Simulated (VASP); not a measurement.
Tl, 2 atoms in the cell. It takes space group P6_3/mmc (No. 194, hexagonal). The conventional cell has a = 2.645 Å, b = 2.645 Å, c = 4.157 Å, α = 90.00°, β = 90.00°, γ = 120.00°. Within 3.4 Å of Tl (site symmetry -6m2) lie 12 Tl at 2.58 to 2.65 Å. 

* Program: VASP 6.6.1
* Task: relaxation of shape and atoms at fixed volume
* Functional: PBE
* Potentials or basis: VASP PAW PBE potentials, release 64 (Tl_d)
* Cutoff: 600 eV
* k mesh: 14 × 14 × 8
* Occupations: fermi-dirac, width 0.1 eV
* Spin: no spin polarisation
* Dipole correction: no
* Further INCAR settings: ALGO = Normal; EDIFF = 1e-06; IBRION = 2; EDIFFG = -0.005; NSW = 50; ISIF = 4

Potentials or basis: VASP PAW PBE potentials, release 64 (Tl_d).

Command:

```bash
$ cat potpaw_PBE.64/Tl_d/POTCAR > POTCAR
$ mpirun -np 1 vasp_std > vasp.out
```

Hardware: 1 thread of Oxide Virtual Turin-like Processor, on a shared host.

How long does it take, and how much memory?

Wall time 2.5 min on 1 thread of Oxide Virtual Turin-like Processor, with other jobs on the host, peak memory 0.16 GiB. Counts: scf iterations 33, k points 120, ion steps 5.
